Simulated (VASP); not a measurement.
# Ca2ScGaC6N6 (Fm-3m) in VASP: single point with PBE

Aim: the single point of Ca2ScGaC6N6 with PBE.

All numbers are computed with VASP 6.6.1; they aren't measurements. Logs are shortened: lines on timing, memory, paths and dates and some standing lists are left out, and cuts for length are marked.

### Step 1. The cell of the first run

It takes space group Fm-3m (No. 225, cubic). The conventional cell has a = 10.372 Å, b = 10.372 Å, c = 10.372 Å, α = 90.00°, β = 90.00°, γ = 90.00°. Within 4.9 Å of Ca (site symmetry -43m) lie 12 N at 3.70 Å and 12 C at 3.73 Å and 4 Sc at 4.49 Å and 4 Ga at 4.49 Å. Within 2.8 Å of Sc (site symmetry m-3m) lie 6 N at 2.12 Å. Ga (site symmetry m-3m) has 6 C at 1.90 Å within 2.5 Å. C (site symmetry 4mm) has 1 N at 1.17 Å within 1.6 Å. N (site symmetry 4mm) has 1 C at 1.17 Å within 1.6 Å.

### Step 2. Single point, PBE, collinear spin, ferromagnetic start

Contents of INCAR:

```
  PREC = Accurate
  ENCUT = 520
  EDIFF = 1E-6
  ISMEAR = 0
  SIGMA = 0.1
  LREAL = Auto
  LASPH = T
  NELM = 150
  ALGO = Normal
  ISIF = 2
  LWAVE = F
  LCHARG = T
  ISPIN = 2
  MAGMOM = 0 0 0 0 1 1 1 1 1 1 1 1 1 1 1 1
  LORBIT = 11
  LMAXMIX = 4
  GGA = PE
  LELF = T
  LVHAR = T
  NBANDS = 67
```

Contents of KPOINTS:

```
regular mesh
0
Gamma
  4 4 4
```

Contents of POSCAR:

```
Ca2ScGaC6N6
1.0
    0.0000000000      5.1860000000      5.1860000000
    5.1860000000      0.0000000000      5.1860000000
    5.1860000000      5.1860000000      0.0000000000
Ca Sc Ga C N
2 1 1 6 6
Direct
    0.2500000000      0.2500000000      0.2500000000
    0.7500000000      0.7500000000      0.7500000000
    0.5000000000      0.5000000000      0.5000000000
    0.0000000000      0.0000000000      0.0000000000
    0.8172001500      0.1827998500      0.1827998500
    0.1827998500      0.8172001500      0.1827998500
    0.1827998500      0.1827998500      0.8172001500
    0.1827998500      0.8172001500      0.8172001500
    0.8172001500      0.1827998500      0.8172001500
    0.8172001500      0.8172001500      0.1827998500
    0.7043964500      0.2956035500      0.2956035500
    0.2956035500      0.7043964500      0.2956035500
    0.2956035500      0.2956035500      0.7043964500
    0.2956035500      0.7043964500      0.7043964500
    0.7043964500      0.2956035500      0.7043964500
    0.7043964500      0.7043964500      0.2956035500
```

Potentials or basis: VASP PAW PBE potentials, release 64 (Ca_sv, Sc_sv, Ga_d, C, N).

Run with:

```sh
$ cat potpaw_PBE.64/Ca_sv/POTCAR potpaw_PBE.64/Sc_sv/POTCAR potpaw_PBE.64/Ga_d/POTCAR potpaw_PBE.64/C/POTCAR potpaw_PBE.64/N/POTCAR > POTCAR
$ mpirun -np 1 vasp_std > vasp.out
```

OUTCAR:

```text
PREC = Accurate
   ENCUT = 520
   EDIFF = 1E-6
   ISMEAR = 0
   LREAL = Auto
   LASPH = T
   NELM = 150
   ISIF = 2
   ISPIN = 2
   LORBIT = 11
   GGA = PE

 ion  position               nearest neighbor table
   1  0.250  0.250  0.250-
   2  0.750  0.750  0.750-
   3  0.500  0.500  0.500-  11 2.12  12 2.12  13 2.12  14 2.12  15 2.12  16 2.12
   4  0.000  0.000  0.000-   5 1.90   6 1.90   7 1.90   8 1.90   9 1.90  10 1.90
   5  0.817  0.183  0.183-  11 1.17   4 1.90
   6  0.183  0.817  0.183-  12 1.17   4 1.90
   7  0.183  0.183  0.817-  13 1.17   4 1.90
   8  0.183  0.817  0.817-  14 1.17   4 1.90
   9  0.817  0.183  0.817-  15 1.17   4 1.90
  10  0.817  0.817  0.183-  16 1.17   4 1.90
  11  0.704  0.296  0.296-   5 1.17   3 2.12
  12  0.296  0.704  0.296-   6 1.17   3 2.12
  13  0.296  0.296  0.704-   7 1.17   3 2.12
  14  0.296  0.704  0.704-   8 1.17   3 2.12
  15  0.704  0.296  0.704-   9 1.17   3 2.12
  16  0.704  0.704  0.296-  10 1.17   3 2.12

  LATTYP: Found a face centered cubic cell.
 ALAT       =    10.3720000000

  Lattice vectors:

 A1 = (   0.0000000000,   5.1860000000,   5.1860000000)
 A2 = (   5.1860000000,   0.0000000000,   5.1860000000)
 A3 = (   5.1860000000,   5.1860000000,   0.0000000000)

Analysis of symmetry for initial positions (statically):
=====================================================================
 Subroutine PRICEL returns:
 Original cell was already a primitive cell.

 Routine SETGRP: Setting up the symmetry group for a
 face centered cubic supercell.

 Subroutine GETGRP returns: Found 48 space group operations
 (whereof 48 operations were pure point group operations)
 out of a pool of 48 trial point group operations.

The static configuration has the point symmetry O_h .

Analysis of symmetry for dynamics (positions and initial velocities):
=====================================================================
 Subroutine PRICEL returns:
 Original cell was already a primitive cell.

 Routine SETGRP: Setting up the symmetry group for a
 face centered cubic supercell.

 Subroutine GETGRP returns: Found 48 space group operations
 (whereof 48 operations were pure point group operations)
 out of a pool of 48 trial point group operations.

The dynamic configuration has the point symmetry O_h .

Analysis of structural, dynamic, and magnetic symmetry:
=====================================================================
 Subroutine PRICEL returns:
 Original cell was already a primitive cell.

 Routine SETGRP: Setting up the symmetry group for a
 face centered cubic supercell.

 Subroutine GETGRP returns: Found 48 space group operations
 (whereof 48 operations were pure point group operations)
 out of a pool of 48 trial point group operations.

The overall configuration has the point symmetry O_h .

 Subroutine INISYM returns: Found 48 space group operations
 (whereof 48 operations are pure point group operations),
 and found     1 'primitive' translations

----------------------------------------------------------------------------------------

                                     Primitive cell

  volume of cell :     278.9507

  direct lattice vectors                    reciprocal lattice vectors
     0.000000000  5.186000000  5.186000000    -0.096413421  0.096413421  0.096413421
     5.186000000  0.000000000  5.186000000     0.096413421 -0.096413421  0.096413421
     5.186000000  5.186000000  0.000000000     0.096413421  0.096413421 -0.096413421

  length of vectors
     7.334111534  7.334111534  7.334111534     0.166992943  0.166992943  0.166992943

  position of ions in fractional coordinates (direct lattice)
     0.250000000  0.250000000  0.250000000
     0.750000000  0.750000000  0.750000000
     0.500000000  0.500000000  0.500000000
     0.000000000  0.000000000  0.000000000
     0.817200150  0.182799850  0.182799850
     0.182799850  0.817200150  0.182799850
[... 8 lines left out ...]
     0.704396450  0.295603550  0.704396450
     0.704396450  0.704396450  0.295603550

  ion indices of the primitive-cell ions
[... 56 lines left out ...]
   total plane-waves  NPLWV = 175616
   dimension x,y,z NGX =    56 NGY =   56 NGZ =   56
   dimension x,y,z NGXF=   112 NGYF=  112 NGZF=  112
   ions per type =               2   1   1   6   6
   NGX,Y,Z   is equivalent  to a cutoff of  12.69, 12.69, 12.69 a.u.
   NGXF,Y,Z  is equivalent  to a cutoff of  25.39, 25.39, 25.39 a.u.
 SYSTEM =  unknown system
   PREC   = accura    normal or accurate (medium, high low for compatibility)
   ISTART =      0    job   : 0-new  1-cont  2-samecut
   ICHARG =      2    charge: 1-file 2-atom 10-const
   ISPIN  =      2    spin polarized calculation?
   LNONCOLLINEAR =      F non collinear calculations
   LSORBIT =      F    spin-orbit coupling
   LASPH  =      T    aspherical Exc in radial PAW
   ENCUT  =  520.0 eV  38.22 Ry    6.18 a.u.  13.64 13.64 13.64*2*pi/ulx,y,z
   NELM   =    150;   NELMIN=  2; NELMDL= -5     # of ELM steps
   EDIFF  = 0.1E-05   stopping-criterion for ELM
   LREAL  =      T    real-space projection
   EDIFFG = 0.1E-04   stopping-criterion for IOM
   NSW    =      0    number of steps for IOM
   IBRION =     -1    ionic relax: 0-MD 1-quasi-New 2-CG
   NFREE  =      0    steps in history (QN), initial steepest desc. (CG)
   ISIF   =      2    stress and relaxation
   ISYM   =      2    0-nonsym 1-usesym 2-fastsym
   POTIM  = 0.5000    time-step for ionic-motion
   TEBEG  =    0.0;   TEEND  =   0.0 temperature during run
   PSTRESS=    0.0 pullay stress
   NELECT =      98.0000    total number of electrons
   NUPDOWN=      -1.0000    fix difference up-down
   EMIN   =  10.00;   EMAX   =-10.00  energy-range for DOS
   EFERMI =   0.00;   METHOD = LEGACY
   ISMEAR =     0;   SIGMA  =   0.10  broadening in eV -4-tet -1-fermi 0-gaus
   EFERMI_NEDOS =   21; number of points for ismear=-14 and -15
   IALGO  =     38    algorithm
   IMIX   =      4    mixing-type and parameters
     AMIX     =   0.40;   BMIX     =  1.00
     AMIX_MAG =   1.60;   BMIX_MAG =  1.00
  volume/ion in A,a.u.               =      17.43       117.65
  Fermi-wavevector in a.u.,A,eV,Ry     =   1.155157  2.182930 18.155447  1.334388
  Thomas-Fermi vector in A             =   2.291788
   LORBIT       =     11    0 simple, 1 ext, 2 COOP (PROOUT), +10 PAW based schemes
   GGA     = PE    functional components
   LHFCALC =     F    Hartree Fock is set to
   AEXX    =    0.0000 exact exchange contribution
   IVDW    =     0    specifies the selected vdW correction
   LEPSILON=     F    determine dielectric tensor
   LRPA    =     F    only Hartree local field effects (RPA)
 spin polarized calculation
 Gauss-broadening in eV      SIGMA  =   0.10
  energy-cutoff  :      520.00
  volume of cell :      278.95
 maximum number of plane-waves:      7583
 NGX is ok and might be reduce to    56
   NGX = 27   NGY = 27   NGZ = 27

 number of electron      98.0000000 magnetization      12.0000000

 number of electron      98.0000021 magnetization       0.0052952

 Free energy of the ion-electron system (eV)
  ---------------------------------------------------
  ext. energy  EPLUGINS =         0.00000000
  ---------------------------------------------------
  free energy    TOTEN  =      -111.67311114 eV

  energy without entropy =     -111.62537914  energy(sigma->0) =     -111.64924514

 E-fermi :   3.4838     XC(G=0):  -8.4723

 val. band max:        3.4670313032   @ k =   0.2500   0.2500   0.0000
 cond. band min:       3.4992012010   @ k =   0.5000   0.5000   0.0000
 fundamental gap:      0.0321698978
 Fermi energy:         3.4837540730

 spin component 1

 k-point     1 :       0.0000    0.0000    0.0000
  band No.  band energies     occupation
      1     -45.9541      1.00000
      2     -40.9894      1.00000
      3     -40.9893      1.00000
      4     -24.7329      1.00000
      5     -24.7329      1.00000
      6     -24.7329      1.00000
[... 501 lines left out ...]
     60       4.6723      0.00000
     61       4.6723      0.00000
 Fermi energy:         3.4837540730

 spin component 2

 k-point     1 :       0.0000    0.0000    0.0000
  band No.  band energies     occupation
      1     -45.9539      1.00000
      2     -40.9890      1.00000
      3     -40.9889      1.00000
      4     -24.7327      1.00000
      5     -24.7327      1.00000
      6     -24.7327      1.00000
[... 501 lines left out ...]
     60       4.6735      0.00000
     61       4.6735      0.00000
 [bands above 61 left out]

------------------------ aborting loop because EDIFF is reached ----------------------------------------

  FORCE on cell =-STRESS in cart. coord.  units (eV):
  Direction    XX          YY          ZZ          XY          YZ          ZX
  --------------------------------------------------------------------------------------
  -------------------------------------------------------------------------------------
  Total       22.4881666     22.4881666     22.4881666      0.0000000     -0.0000000     -0.0000000
  in kB      129.1626955    129.1626955    129.1626955      0.0000000     -0.0000000     -0.0000000
  external PRESSURE =     129.1626955 kB  Pullay stress =       0.0000000 kB

 VOLUME and BASIS-vectors are now :
 -----------------------------------------------------------------------------
  energy-cutoff  :      520.00
  volume of cell :      278.95
      direct lattice vectors                 reciprocal lattice vectors
     0.000000000  5.186000000  5.186000000    -0.096413421  0.096413421  0.096413421
     5.186000000  0.000000000  5.186000000     0.096413421 -0.096413421  0.096413421
     5.186000000  5.186000000  0.000000000     0.096413421  0.096413421 -0.096413421

 POSITION                                       TOTAL-FORCE (eV/Angst)
 -----------------------------------------------------------------------------------
      2.59300      2.59300      2.59300         0.000000      0.000000      0.000000
      7.77900      7.77900      7.77900        -0.000000     -0.000000     -0.000000
      5.18600      5.18600      5.18600        -0.000000     -0.000000      0.000000
      0.00000      0.00000      0.00000         0.000000      0.000000      0.000000
      1.89600      5.18600      5.18600         1.220217      0.000000      0.000000
      5.18600      1.89600      5.18600         0.000000      1.220217      0.000000
[... 8 lines left out ...]
      5.18600      7.30600      5.18600         0.000000     -1.840762      0.000000
      5.18600      5.18600      7.30600         0.000000      0.000000     -1.840762
 -----------------------------------------------------------------------------------
    total drift:                                0.000000      0.000000      0.000000

  FREE ENERGIE OF THE ION-ELECTRON SYSTEM (eV)
  ---------------------------------------------------
  free  energy   TOTEN  =      -111.6731111396 eV

  energy  without entropy=     -111.6253791369  energy(sigma->0) =     -111.64924514

 total charge

# of ion       s       p       d       tot
------------------------------------------
    1        2.078   5.802   0.107   7.987
    2        2.078   5.802   0.107   7.987
    3        2.209   6.285   1.193   9.687
    4        0.784   1.242  10.517  12.543
    5        0.986   1.661   0.000   2.647
    6        0.986   1.661   0.000   2.647
[... 8 lines left out ...]
   15        1.321   2.598   0.000   3.919
   16        1.321   2.598   0.000   3.919
--------------------------------------------------
tot         20.990  44.683  11.925  77.598

 magnetization (x)

# of ion       s       p       d       tot
------------------------------------------
    1        0.000  -0.000   0.000   0.000
    2        0.000  -0.000   0.000   0.000
    3        0.000   0.000   0.000   0.000
    4        0.000   0.000   0.000   0.000
    5        0.000  -0.000   0.000  -0.000
    6        0.000  -0.000   0.000  -0.000
[... 8 lines left out ...]
   15        0.000   0.000   0.000   0.000
   16        0.000   0.000   0.000   0.000
--------------------------------------------------
tot          0.000   0.000   0.000   0.001
```

It took 16 min on 1 thread of Intel Xeon Platinum 8559C (Emerald Rapids), shared host; peak memory 0.67 GiB.

What came out:

- Free energy: -111.6731 eV
- Pressure: 12.9 GPa
- Largest force: 1.841 eV/Å
- Band gap on the k mesh: zero (filled and empty bands overlap)
- Net moment: 0.01 μB per cell
- Valence electrons inside the program's atomic spheres: Ca 7.99; Sc 9.69; Ga 12.54; C 2.65; N 3.92

Forces in eV/Å, atoms in the order of the input:
```
Ca   0.000  0.000  0.000
Ca   0.000  0.000  0.000
Sc   0.000  0.000  0.000
Ga   0.000  0.000  0.000
C    1.220  0.000  0.000
C    0.000  1.220  0.000
C    0.000  0.000  1.220
C   -1.220  0.000  0.000
C    0.000 -1.220  0.000
C    0.000  0.000 -1.220
N    1.841  0.000  0.000
N    0.000  1.841  0.000
N    0.000  0.000  1.841
N   -1.841  0.000  0.000
N    0.000 -1.841  0.000
N    0.000  0.000 -1.841
```

Levels at points of the mesh, in eV from the Fermi level:
Spin up:
| k point | band 46 | band 47 | band 48 | band 49 | band 50 | band 51 |
| --- | --- | --- | --- | --- | --- | --- |
| (0.00, 0.00, 0.00) | -3.51 | -3.51 | -1.26 | -0.67 | -0.67 | -0.67 |
| (0.50, 0.00, 0.00) | -3.34 | -3.34 | -0.12 | 0.03 | 0.40 | 0.40 |
| (0.50, 0.50, 0.00) | -3.57 | -3.47 | -0.51 | 0.02 | 0.65 | 0.69 |
Spin down:
```
           k point  band 45  band 46  band 47  band 48  band 49  band 50  band 51  band 52
(0.00, 0.00, 0.00)    -5.24    -3.51    -3.51    -1.26    -0.67    -0.67    -0.67     0.40
(0.50, 0.00, 0.00)    -5.27    -3.34    -3.34    -0.12     0.03     0.40     0.40     0.47
(0.50, 0.50, 0.00)    -5.18    -3.57    -3.47    -0.51     0.02     0.65     0.69     0.74
```

Caveat: the cell stands under pressure; forces of over 1 eV/Å act on the atoms, so gaps and moduli don't describe the material at rest.
